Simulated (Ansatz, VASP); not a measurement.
## Two plane-wave programs on Hg

POSCAR

```
Hg
1.0
    1.8778599936      1.0841829728      2.1547276236
   -1.8778599936      1.0841829728      2.1547276236
    0.0000000000     -2.1683659456      2.1547276235
Hg
1
Direct
    0.0000000000      0.0000000000      0.0000000000
```

INCAR.step1

```
SYSTEM = Hg
PREC = Accurate
ENCUT = 520
ISMEAR = 1
SIGMA = 0.3
LREAL = .False.
LASPH = .True.
NELM = 80
NBANDS = 12
GGA = PE
ALGO = Normal
EDIFF = 1E-4
LWAVE = .True.
LCHARG = .False.
```

INCAR.step2

```
SYSTEM = Hg
PREC = Accurate
ENCUT = 520
EDIFF = 1E-7
ISMEAR = 1
SIGMA = 0.3
LREAL = .False.
LASPH = .True.
NELM = 80
ALGO = Normal
ISIF = 2
LWAVE = .False.
LCHARG = .True.
METAGGA = R2SCAN
LMIXTAU = .True.
LELF = .True.
LVHAR = .True.
NBANDS = 12
ISTART = 1
```

The input KPOINTS:

```
Automatic mesh
0
Gamma
  11 11 11
  0 0 0
```

Input for Ansatz:

```yaml
crystal:
  lattice:
    - [1.8778599936, 1.0841829728, 2.1547276236]
    - [-1.8778599936, 1.0841829728, 2.1547276236]
    - [0.0, -2.1683659456, 2.1547276235]
  atoms:
    - { symbol: Hg, position: [0.0, 0.0, 0.0] }
hamiltonian:
  xc: r2scan
  pseudopotentials:
    kind: paw
    azcp:
      Hg: "pseudopotentials/Hg.paw.azcp"
basis:
  ecutwfc: 500
  fft_grid_basis: typed
kpoints:
  mp_grid: { grid: [11, 11, 11], shift: [0, 0, 0] }
magnetization:
  spin_polarized: false
scf:
  occupations: { method: cold, width: 0.3 }
  lower_state_search: "off"
output:
  stress: true
```

Alike in both runs: task single point; functional r2SCAN; k mesh 11 × 11 × 11; no spin polarisation.

|  | VASP | Ansatz |
| --- | --- | --- |
| version | VASP 6.6.1 | Ansatz 0.2.0 |
| potentials or method | VASP PAW PBE potentials, release 64 (Hg), cutoff 520 eV | plane waves (500 eV) with PAW, scalar-relativistic |
| occupations | methfessel-paxton of order 1, width 0.3 eV | cold, width 0.3 eV |
| valence electrons in the cell | 12 | 20 |

```tsv
	VASP	Ansatz	Ansatz less VASP
pressure (GPa)	0.4	0.0	-0.41
traceless stress, the component that is largest in VASP (GPa)	0.16	-0.11	-0.279
```

VASP's potentials were made for PBE, not for r2SCAN. VASP's potentials hold 12 valence electrons a cell and Ansatz's 20, so a difference there can come from the potentials and not from the codes.

Spin-orbit coupling is off throughout.
